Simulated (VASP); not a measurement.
# BN (Pm) in VASP: a series of runs

BN is run at these levels: PBEsol; tasks: single point.

Program: VASP 6.6.1. These are calculated values, not measurements. Logs are shortened: lines on timing, memory, paths and dates and some standing lists are left out, and cuts for length are marked.

### 1 The cell of the first run

Symmetry: Pm, No. 6, monoclinic system. Conventional cell: a = 2.504 Å, b = 7.019 Å, c = 2.504 Å, α = 90.00°, β = 120.00°, γ = 90.00°. B (site symmetry m) has 3 N at 1.45 Å within 1.9 Å. Within 1.6 Å of B (site symmetry m) lie 2 N at 1.17 to 1.40 Å. Within 1.6 Å of N (site symmetry m) lie 2 B at 1.17 to 1.40 Å. N (site symmetry m) has 3 B at 1.45 Å within 1.9 Å.

### 2 Single point, PBEsol (atom 3 (N) moved -0.450 Å along Cartesian [1 -1 0])

The input, INCAR:

```
PREC = Accurate
ENCUT = 520
EDIFF = 1E-6
ISMEAR = 0
SIGMA = 0.05
LREAL = False
LASPH = True
NELM = 80
ALGO = Normal
ISIF = 2
LWAVE = False
LCHARG = True
GGA = PS
LELF = True
LVHAR = True
NBANDS = 16
```

The input, KPOINTS:

```
Automatic mesh
0
Gamma
  12 12 4
```

The input, POSCAR:

```
BN
1.0
    2.5043488457      0.0000000000      0.0000000000
   -1.2521744229      2.1688297203      0.0000000000
    0.0000000000      0.0000000000      7.0190956742
B N
2 2
Direct
    0.3333333333      0.6666666667      0.2500000000
    0.6666666667      0.3333333333      0.7500000000
    0.2796322201      0.8133808363      0.7500000000
    0.6666666667      0.3333333333      0.2500000000
```

Potentials or basis: VASP PAW PBE potentials, release 64 (B, N).

Started as:

```sh
$ cat potpaw_PBE.64/B/POTCAR potpaw_PBE.64/N/POTCAR > POTCAR
$ mpirun -np 1 vasp_std > vasp.out
```

OUTCAR:

```text
PREC = Accurate
   ENCUT = 520
   EDIFF = 1E-6
   ISMEAR = 0
   LREAL = False
   LASPH = True
   NELM = 80
   ISIF = 2
   GGA = PS

 ion  position               nearest neighbor table
   1  0.333  0.667  0.250-   4 1.45   4 1.45   4 1.45
   2  0.667  0.333  0.750-   3 1.17   3 1.40   3 1.88
   3  0.280  0.813  0.750-   2 1.17   2 1.40   2 1.88
   4  0.667  0.333  0.250-   1 1.45   1 1.45   1 1.45

  LATTYP: Found a hexagonal cell.
 ALAT       =     2.5043488457
 C/A-ratio  =     2.8027627566

  Lattice vectors:

 A1 = (   2.5043488457,   0.0000000000,   0.0000000000)
 A2 = (  -1.2521744229,   2.1688297203,   0.0000000000)
 A3 = (   0.0000000000,   0.0000000000,   7.0190956742)

Analysis of symmetry for initial positions (statically):
=====================================================================
 Subroutine PRICEL returns:
 Original cell was already a primitive cell.

 Routine SETGRP: Setting up the symmetry group for a
 hexagonal supercell.

 Subroutine GETGRP returns: Found  2 space group operations
 (whereof  1 operations were pure point group operations)
 out of a pool of 24 trial point group operations.

The static configuration has the point symmetry C_1 .
 The point group associated with its full space group is C_1h.

Analysis of symmetry for dynamics (positions and initial velocities):
=====================================================================
 Subroutine PRICEL returns:
 Original cell was already a primitive cell.

 Routine SETGRP: Setting up the symmetry group for a
 hexagonal supercell.

 Subroutine GETGRP returns: Found  2 space group operations
 (whereof  1 operations were pure point group operations)
 out of a pool of 24 trial point group operations.

The dynamic configuration has the point symmetry C_1 .
 The point group associated with its full space group is C_1h.

 Subroutine INISYM returns: Found  2 space group operations
 (whereof  1 operations are pure point group operations),
 and found     1 'primitive' translations

----------------------------------------------------------------------------------------

                                     Primitive cell

  volume of cell :      38.1243

  direct lattice vectors                    reciprocal lattice vectors
     2.504348846  0.000000000  0.000000000     0.399305393  0.230539076  0.000000000
    -1.252174423  2.168829720  0.000000000     0.000000000  0.461078152  0.000000000
     0.000000000  0.000000000  7.019095674     0.000000000  0.000000000  0.142468495

  length of vectors
     2.504348846  2.504348846  7.019095674     0.461078152  0.461078152  0.142468495

  position of ions in fractional coordinates (direct lattice)
     0.333333333  0.666666667  0.250000000
     0.666666667  0.333333333  0.750000000
     0.279632220  0.813380836  0.750000000
     0.666666667  0.333333333  0.250000000

  ion indices of the primitive-cell ions
   primitive index   ion index
                 1           1
                 2           2
                 3           3
                 4           4

----------------------------------------------------------------------------------------

 KPOINTS: Automatic mesh

Automatic generation of k-mesh.
 Grid dimensions read from file:
 generate k-points for:   12   12    4

 Generating k-lattice:

  Cartesian coordinates                     Fractional coordinates (reciprocal lattice)
     0.033275449  0.019211590  0.000000000     0.083333333  0.000000000  0.000000000
     0.000000000  0.038423179  0.000000000     0.000000000  0.083333333  0.000000000
     0.000000000  0.000000000  0.035617124     0.000000000  0.000000000  0.250000000

  Length of vectors
     0.038423179  0.038423179  0.035617124

  Shift w.r.t. Gamma in fractional coordinates (k-lattice)
     0.000000000  0.000000000  0.000000000

 Subroutine IBZKPT returns following result:
 ===========================================

 Found    222 irreducible k-points:

 Following reciprocal coordinates:
            Coordinates               Weight
  0.000000  0.000000  0.000000      1.000000
  0.083333 -0.000000  0.000000      2.000000
  0.000000  0.083333  0.000000      2.000000
 -0.083333  0.083333  0.000000      2.000000
  0.166667 -0.000000  0.000000      2.000000
  0.000000  0.166667  0.000000      2.000000
[... 16 lines left out ...]
  0.166667  0.083333  0.000000      2.000000
 -0.083333  0.250000  0.000000      2.000000
 [... further k-points ...]
   k-points           NKPTS =    222   k-points in BZ     NKDIM =    222   number of bands    NBANDS=     16
   number of dos      NEDOS =    301   number of ions     NIONS =      4
   total plane-waves  NPLWV =  21600
   dimension x,y,z NGX =    20 NGY =   20 NGZ =   54
   dimension x,y,z NGXF=    40 NGYF=   40 NGZF=  108
   ions per type =               2   2
   NGX,Y,Z   is equivalent  to a cutoff of  13.28, 13.28, 12.79 a.u.
   NGXF,Y,Z  is equivalent  to a cutoff of  26.55, 26.55, 25.58 a.u.
 SYSTEM =  unknown system
   PREC   = accura    normal or accurate (medium, high low for compatibility)
   ISTART =      0    job   : 0-new  1-cont  2-samecut
   ICHARG =      2    charge: 1-file 2-atom 10-const
   ISPIN  =      1    spin polarized calculation?
   LNONCOLLINEAR =      F non collinear calculations
   LSORBIT =      F    spin-orbit coupling
   LASPH  =      T    aspherical Exc in radial PAW
   ENCUT  =  520.0 eV  38.22 Ry    6.18 a.u.   4.66  4.66 13.05*2*pi/ulx,y,z
   NELM   =     80;   NELMIN=  2; NELMDL= -5     # of ELM steps
   EDIFF  = 0.1E-05   stopping-criterion for ELM
   LREAL  =      F    real-space projection
   EDIFFG = 0.1E-04   stopping-criterion for IOM
   NSW    =      0    number of steps for IOM
   IBRION =     -1    ionic relax: 0-MD 1-quasi-New 2-CG
   NFREE  =      0    steps in history (QN), initial steepest desc. (CG)
   ISIF   =      2    stress and relaxation
   ISYM   =      2    0-nonsym 1-usesym 2-fastsym
   POTIM  = 0.5000    time-step for ionic-motion
   TEBEG  =    0.0;   TEEND  =   0.0 temperature during run
   PSTRESS=    0.0 pullay stress
   NELECT =      16.0000    total number of electrons
   NUPDOWN=      -1.0000    fix difference up-down
   EMIN   =  10.00;   EMAX   =-10.00  energy-range for DOS
   EFERMI =   0.00;   METHOD = LEGACY
   ISMEAR =     0;   SIGMA  =   0.05  broadening in eV -4-tet -1-fermi 0-gaus
   EFERMI_NEDOS =   21; number of points for ismear=-14 and -15
   IALGO  =     38    algorithm
   IMIX   =      4    mixing-type and parameters
     AMIX     =   0.40;   BMIX     =  1.00
     AMIX_MAG =   1.60;   BMIX_MAG =  1.00
  volume/ion in A,a.u.               =       9.53        64.32
  Fermi-wavevector in a.u.,A,eV,Ry     =   1.225691  2.316220 20.440284  1.502319
  Thomas-Fermi vector in A             =   2.360720
   LORBIT       =      0    0 simple, 1 ext, 2 COOP (PROOUT), +10 PAW based schemes
   GGA     = PS    functional components
   LHFCALC =     F    Hartree Fock is set to
   AEXX    =    0.0000 exact exchange contribution
   IVDW    =     0    specifies the selected vdW correction
   LEPSILON=     F    determine dielectric tensor
   LRPA    =     F    only Hartree local field effects (RPA)
 non-spin polarized calculation
 Gauss-broadening in eV      SIGMA  =   0.05
  energy-cutoff  :      520.00
  volume of cell :       38.12
 maximum number of plane-waves:      1058
   NGX =  9   NGY =  9   NGZ = 27

 number of electron      15.9999998 magnetization

 Free energy of the ion-electron system (eV)
  ---------------------------------------------------
  ext. energy  EPLUGINS =         0.00000000
  ---------------------------------------------------
  free energy    TOTEN  =       -33.73855363 eV

  energy without entropy =      -33.73855363  energy(sigma->0) =      -33.73855363

 E-fermi :   3.8655     XC(G=0):  -9.8817

 val. band max:        3.5914431572   @ k =   0.0000   0.0000   0.5000
 cond. band min:       5.3003805146   @ k =   0.0000   0.5000   0.5000
 fundamental gap:      1.7089373573
 Fermi energy:         3.8654731499

 k-point     1 :       0.0000    0.0000    0.0000
  band No.  band energies     occupation
      1     -16.0168      2.00000
      2     -15.7552      2.00000
      3      -4.4624      2.00000
      4      -3.9106      2.00000
      5      -2.8584      2.00000
      6       0.3395      2.00000
[... 8 lines left out ...]
     15      15.0324      0.00000
     16      15.9742      0.00000

 k-point     2 :       0.0833   -0.0000    0.0000
  band No.  band energies     occupation
      1     -15.8851      2.00000
      2     -15.6402      2.00000
      3      -4.2752      2.00000
      4      -4.0851      2.00000
      5      -2.6865      2.00000
      6      -0.2214      2.00000
[... 8 lines left out ...]
     15      14.5019      0.00000
     16      16.3294      0.00000

 k-point     3 :       0.0000    0.0833    0.0000
  band No.  band energies     occupation
      1     -15.8858      2.00000
      2     -15.6438      2.00000
      3      -4.2729      2.00000
      4      -4.0869      2.00000
      5      -2.6841      2.00000
      6      -0.2211      2.00000
[... 8 lines left out ...]
     15      14.4782      0.00000
     16      16.2438      0.00000

 k-point     4 :      -0.0833    0.0833    0.0000
  band No.  band energies     occupation
      1     -15.8804      2.00000
      2     -15.6153      2.00000
      3      -4.2898      2.00000
      4      -4.0123      2.00000
      5      -2.7029      2.00000
      6      -0.2221      2.00000
[... 8 lines left out ...]
     15      14.6680      0.00000
     16      16.3073      0.00000

 k-point     5 :       0.1667   -0.0000    0.0000
  band No.  band energies     occupation
      1     -15.5006      2.00000
      2     -15.3015      2.00000
      3      -4.5811      2.00000
      4      -3.7201      2.00000
      5      -2.1798      2.00000
      6      -1.6368      2.00000
[... 8 lines left out ...]
     15      15.4072      0.00000
     16      16.3952      0.00000

 k-point     6 :       0.0000    0.1667    0.0000
  band No.  band energies     occupation
      1     -15.5056      2.00000
      2     -15.3140      2.00000
      3      -4.5885      2.00000
      4      -3.7099      2.00000
      5      -2.1697      2.00000
      6      -1.6366      2.00000
[... 8 lines left out ...]
     15      15.4070      0.00000
     16      16.3260      0.00000

 k-point     7 :      -0.1667    0.1667    0.0000
  band No.  band energies     occupation
      1     -15.4788      2.00000
      2     -15.2022      2.00000
      3      -4.2835      2.00000
      4      -3.7848      2.00000
      5      -2.2471      2.00000
      6      -1.6379      2.00000
[... 8 lines left out ...]
     15      15.4053      0.00000
     16      17.1152      0.00000

 k-point     8 :       0.2500   -0.0000    0.0000
  band No.  band energies     occupation
      1     -14.9139      2.00000
      2     -14.7506      2.00000
      3      -5.3240      2.00000
      4      -3.4300      2.00000
      5      -2.8206      2.00000
      6      -1.3722      2.00000
[... 8 lines left out ...]
     15      15.9759      0.00000
     16      17.6832      0.00000

 k-point     9 :       0.0000    0.2500    0.0000
  band No.  band energies     occupation
      1     -14.9400      2.00000
      2     -14.7648      2.00000
      3      -5.3373      2.00000
      4      -3.4297      2.00000
      5      -2.7938      2.00000
      6      -1.3466      2.00000
[... 8 lines left out ...]
     15      15.7301      0.00000
     16      17.6835      0.00000
[... 172 lines left out ...]
 k-point    19 :       0.5000    0.5000    0.0000
  band No.  band energies     occupation
      1     -12.8662      2.00000
      2     -12.4813      2.00000
      3      -7.2575      2.00000
      4      -6.3642      2.00000
      5      -5.0082      2.00000
      6      -2.4720      2.00000
[... 8 lines left out ...]
     15      15.8403      0.00000
     16      17.8551      0.00000

 k-point    20 :       0.0833    0.0833    0.0000
  band No.  band energies     occupation
      1     -15.6363      2.00000
      2     -15.4402      2.00000
      3      -4.4460      2.00000
      4      -3.8852      2.00000
      5      -2.3258      2.00000
      6      -1.1404      2.00000
[... 8 lines left out ...]
     15      14.9488      0.00000
     16      16.5188      0.00000

 k-point    21 :      -0.0833    0.1667    0.0000
  band No.  band energies     occupation
      1     -15.6169      2.00000
      2     -15.3727      2.00000
      3      -4.2980      2.00000
      4      -3.9294      2.00000
      5      -2.3757      2.00000
      6      -1.1415      2.00000
[... 8 lines left out ...]
     15      14.9105      0.00000
     16      16.9090      0.00000

 k-point    22 :      -0.1667    0.0833    0.0000
  band No.  band energies     occupation
      1     -15.6149      2.00000
      2     -15.3619      2.00000
      3      -4.3019      2.00000
      4      -3.9367      2.00000
      5      -2.3823      2.00000
      6      -1.1417      2.00000
[... 8 lines left out ...]
     15      15.0695      0.00000
     16      17.0054      0.00000

 k-point    23 :       0.1667    0.0833    0.0000
  band No.  band energies     occupation
      1     -15.1721      2.00000
      2     -14.9991      2.00000
      3      -5.0060      2.00000
      4      -3.1405      2.00000
      5      -2.6330      2.00000
      6      -1.6484      2.00000
[... 8 lines left out ...]
     15      15.8912      0.00000
     16      16.4237      0.00000

 k-point    24 :      -0.0833    0.2500    0.0000
  band No.  band energies     occupation
      1     -15.1162      2.00000
      2     -14.9312      2.00000
      3      -4.9350      2.00000
      4      -3.2066      2.00000
      5      -2.6337      2.00000
      6      -1.7239      2.00000
[... 8 lines left out ...]
     15      15.9548      0.00000
     16      16.2592      0.00000

 [... further k-points ...]
[... 5 lines left out ...]
  --------------------------------------------------------------------------------------
  -------------------------------------------------------------------------------------
  Total        3.7980680     14.3833194     -0.0208210      3.1102601      0.0000000      0.0000000
  in kB      159.6143280    604.4609697     -0.8750039    130.7091094      0.0000000      0.0000000
  external PRESSURE =     254.4000979 kB  Pullay stress =       0.0000000 kB

 VOLUME and BASIS-vectors are now :
 -----------------------------------------------------------------------------
  energy-cutoff  :      520.00
  volume of cell :       38.12
      direct lattice vectors                 reciprocal lattice vectors
     2.504348846  0.000000000  0.000000000     0.399305393  0.230539076  0.000000000
    -1.252174423  2.168829720  0.000000000     0.000000000  0.461078152  0.000000000
     0.000000000  0.000000000  7.019095674     0.000000000  0.000000000  0.142468495

 POSITION                                       TOTAL-FORCE (eV/Angst)
 -----------------------------------------------------------------------------------
     -0.00000      1.44589      1.75477        -0.005754      0.000007      0.000000
      1.25217      0.72294      5.26432         1.035851     14.488490      0.000000
     -0.31820      1.76408      5.26432        -1.041413    -14.506102      0.000000
      1.25217      0.72294      1.75477         0.011315      0.017605      0.000000
 -----------------------------------------------------------------------------------
    total drift:                               -0.000063     -0.000329     -0.000000

  FREE ENERGIE OF THE ION-ELECTRON SYSTEM (eV)
  ---------------------------------------------------
  free  energy   TOTEN  =       -33.7385536322 eV

  energy  without entropy=      -33.7385536322  energy(sigma->0) =      -33.73855363
```

Wall time 74 s (1 thread of Intel Xeon 6975P-C (Granite Rapids), shared host); peak memory 0.23 GiB.

What came out:

```
Free energy            : -33.7386 eV
Pressure               : 25.4 GPa
Largest force          : 14.543 eV/Å
Band gap on the k mesh : 1.71 eV, indirect (least direct gap 2.85 eV)
```

Forces in eV/Å, atoms in the order of the input:
```
B    -0.006   0.000   0.000
B     1.036  14.488   0.000
N    -1.041 -14.506   0.000
N     0.011   0.018   0.000
```

Caveat: the cell differs from its parent crystal (atom 3 (N) moved -0.450 Å along Cartesian [1 -1 0]); the PAW data sets were made with another functional, which shifts forces and pressure a little; this functional lacks dispersion, which binds the layers, so the pressure and a relaxed spacing across them are unreliable.

[end of part 1 of 2]
